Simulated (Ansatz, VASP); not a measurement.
# SnS2 in VASP and in Ansatz

POSCAR

```
SnS2
1.0
    3.6607574624      0.0000000000      0.0000000000
   -1.8303787312      3.1703089595      0.0000000000
    0.0000000000      0.0000000000      5.9618049176
Sn S
1 2
Direct
    0.0000000000      0.0000000000      0.0000000000
    0.3333333333      0.6666666667      0.2455903383
    0.6666666667      0.3333333333      0.7544096617
```

Contents of INCAR.step1:

```
PREC = Accurate
ENCUT = 400
EDIFF = 1E-5
ISMEAR = 0
SIGMA = 0.01
LREAL = F
LASPH = T
NELM = 120
ALGO = Normal
ISIF = 2
LWAVE = T
LCHARG = F
NBANDS = 20
GGA = PE
GGA_COMPAT = F
```

INCAR.step2

```
PREC = Accurate
ENCUT = 400
EDIFF = 1E-6
ISMEAR = 0
SIGMA = 0.01
LREAL = F
LASPH = T
NELM = 120
ALGO = Normal
ISIF = 2
LWAVE = F
LCHARG = F
GGA = PE
LHFCALC = T
AEXX = 0.3
HFSCREEN = 0.2078
PRECFOCK = Normal
NBANDS = 20
ISTART = 1
GGA_COMPAT = F
```

The input KPOINTS:

```
regular mesh
0
Gamma
  6 6 2
```

Input for Ansatz:

```yaml
crystal:
  lattice:
    - [3.6607574624, 0.0, 0.0]
    - [-1.8303787312, 3.1703089595, 0.0]
    - [0.0, 0.0, 5.9618049176]
  atoms:
    - { symbol: Sn, position: [0.0, 0.0, 0.0] }
    - { symbol: S, position: [0.3333333333, 0.6666666667, 0.2455903383] }
    - { symbol: S, position: [0.6666666667, 0.3333333333, 0.7544096617] }
kpoints:
  mp_grid: { grid: [6, 6, 2] }
hamiltonian:
  xc:
    exchange: pbe
    correlation: pbe
    exx: { coeff: 0.3, omega: 0.2078 }
scf:
  occupations: { method: fixed }
  n_extra_bands: 4
output:
  forces: true
  stress: true
  eigenvalues: true
```

Alike in both runs: task single point; functional PBE-based screened hybrid; k mesh 6 × 6 × 2; no spin polarisation.

```csv
,VASP,Ansatz
version,VASP 6.6.1,Ansatz 0.2.0
potentials or method,"VASP PAW PBE potentials, release 64 (Sn_d, S)",plane waves
plane-wave cutoff (eV),400,420
occupations,"gaussian, width 0.01 eV",fixed
valence electrons in the cell,26,26
```

Ansatz gave:

| Item | Value |
| --- | --- |
| gap on the k mesh at the Fermi level (eV) | 2.61 |
| pressure (GPa) | -0.7 |
| rms of the force components (eV/Å) | 0.163 |

**Question.** Estimate VASP's values.

**Answer.** gap on the k mesh at the Fermi level (eV): 2.62; pressure (GPa): -0.9; rms of the force components (eV/Å): 0.169.

VASP's potentials were made for PBE, not for PBE-based screened hybrid. Atom by atom the forces differ by 0.005 eV/Å (rms over components). Ansatz's warnings: stress exchange threshold loose, stress scf threshold loose.

The k mesh is coarse, so the values compare programs but aren't converged.
